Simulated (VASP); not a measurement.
A run of VASP 6.6.1 is set up as follows.

The input INCAR:

```
PREC = Accurate
ENCUT = 520
EDIFF = 1E-7
ISMEAR = 0
SIGMA = 0.1
LREAL = False
LASPH = True
NELM = 80
ALGO = Normal
ISIF = 2
LWAVE = False
LCHARG = False
GGA = PE
NBANDS = 34
```

KPOINTS

```
regular mesh
0
Gamma
  12 12 6
```

The input POSCAR:

```
HfNb2CN2
1.0
    3.0932443494      0.0000000000      0.0000000000
    0.0000000000      3.0932443494      0.0000000000
    0.0000000000      0.0000000000      8.1205753048
Hf Nb C N
1 2 1 2
Direct
    0.5000000000      0.5000000000      0.0000000000
    0.5000000000      0.0000000000      0.6259868301
    0.0000000000      0.5000000000      0.3740131699
    0.0000000000      0.0000000000      0.0000000000
    0.5000000000      0.0000000000      0.3555904298
    0.0000000000      0.5000000000      0.6444095702
```

Potentials or basis: VASP PAW PBE potentials, release 64 (Hf_pv, Nb_sv, C, N).

Command:

```bash
$ cat potpaw_PBE.64/Hf_pv/POTCAR potpaw_PBE.64/Nb_sv/POTCAR potpaw_PBE.64/C/POTCAR potpaw_PBE.64/N/POTCAR > POTCAR
$ mpirun -np 1 vasp_std > vasp.out
```

Question: Predict the pressure.

Answer: -0.3 GPa.

Question: What does it give for the largest force?

Answer: 0.006 eV/Å.

Question: What does it give for the band gap on the k mesh?

Answer: Zero (bands 25 and 26 overlap by 1.90 eV).

Forces in eV/Å, atoms in the order of the input:
```
Hf   0.000  0.000  0.000
Nb   0.000  0.000  0.006
Nb   0.000  0.000 -0.006
C    0.000  0.000  0.000
N    0.000  0.000  0.005
N    0.000  0.000 -0.005
```

Caveat: spin-orbit coupling is left out, which moves the levels of the heavy elements.
